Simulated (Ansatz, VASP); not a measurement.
TiC: VASP beside Ansatz

```
Ti C
1.0
     0.02164    2.17482    2.17482
     2.17482    0.02164    2.17482
     2.17482    2.17482    0.02164
Ti C
1 1
Direct
  0.00000 0.00000 0.00000
  0.50000 0.50000 0.50000
```

Change from the starting cell: equal xy, yz and zx shear strains of +1 %.

Alike in both runs: task single point; functional PBE; k mesh 16 × 16 × 16; occupations fermi-dirac, width 0.03 eV; no spin polarisation.

|  | VASP | Ansatz |
| --- | --- | --- |
| version | VASP 6.6.1 | Ansatz 0.2.0 |
| potentials or method | VASP PAW PBE potentials, release 64 (Ti_sv, C), cutoff 520 eV | all-electron LAPW, scalar-relativistic |

VASP gave:

- pressure (GPa): 1.1
- traceless stress, the component that is largest in VASP (GPa): -1.62

**Question.** Estimate Ansatz's values.

**Answer.** Pressure (GPa): 0.9; traceless stress, the component that is largest in VASP (GPa): -1.63.

Ansatz ran all-electron here, and VASP with PAW potentials.
